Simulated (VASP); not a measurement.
Crystal: Sr2AlPtC6N6.

```
Sr Al Pt C N
1.0
     0.00000    5.04950    5.04950
     5.04950    0.00000    5.04950
     5.04950    5.04950    0.00000
Sr Al Pt C N
2 1 1 6 6
Cartesian
  2.5248 2.5248 2.5248
  7.5743 7.5743 7.5743
  5.0495 5.0495 5.0495
  0.0000 0.0000 0.0000
  1.9170 5.0495 5.0495
  5.0495 1.9170 5.0495
  5.0495 5.0495 1.9170
  8.1820 5.0495 5.0495
  5.0495 8.1820 5.0495
  5.0495 5.0495 8.1820
  3.0870 5.0495 5.0495
  5.0495 3.0870 5.0495
  5.0495 5.0495 3.0870
  7.0120 5.0495 5.0495
  5.0495 7.0120 5.0495
  5.0495 5.0495 7.0120
```

* Program: VASP 6.6.1
* Task: relaxation of cell and atoms
* Functional: PBE
* Potentials or basis: VASP PAW PBE potentials, release 64 (Sr_sv, Al, Pt, C, N)
* Cutoff: 600 eV
* k mesh: 4 × 4 × 4
* Occupations: gaussian, width 0.1 eV
* Spin: no spin polarisation

At the start: pressure 10.9 GPa; volume 16.09 Å³/atom.

Question: Where does the relaxation end?

Answer: Over 9 steps the energy falls by 158.7 meV/atom and the volume is 19.66 Å³/atom (+22.1 %); space group Fm-3m (No. 225, to 0.1 Å) before and after.

The path:
```csv
step,energy change (eV),largest force (eV/Å),pressure (GPa),volume (Å³)
1,0.0000,3.7779,10.90,257.50
2,7.9193,10.4013,-15.00,300.51
3,-0.5223,3.9816,1.91,264.89
4,-0.5421,3.5405,2.97,263.79
5,-2.2672,1.4148,0.69,296.21
6,-2.5373,0.1871,0.41,312.88
7,-2.5378,0.2583,0.39,313.92
8,-2.4167,1.9725,-2.40,319.19
9,-2.5399,0.0242,0.04,314.53
```

Final structure:
```xyz
16
Lattice="0.0000 5.3977 5.3977 5.3977 0.0000 5.3977 5.3977 5.3977 0.0000" Properties=species:S:1:pos:R:3 pbc="T T T"
Sr    2.6988    2.6988    2.6988
Sr    8.0965    8.0965    8.0965
Al    5.3977    5.3977    5.3977
Pt    0.0000    0.0000    0.0000
C     2.2608    5.3977    5.3977
C     5.3977    2.2608    5.3977
C     5.3977    5.3977    2.2608
C     8.5346    5.3977    5.3977
C     5.3977    8.5346    5.3977
C     5.3977    5.3977    8.5346
N     3.4425    5.3977    5.3977
N     5.3977    3.4425    5.3977
N     5.3977    5.3977    3.4425
N     7.3528    5.3977    5.3977
N     5.3977    7.3528    5.3977
N     5.3977    5.3977    7.3528
```

Caveat: the volume moved by over 15 % at a fixed basis, so the end points are rough.
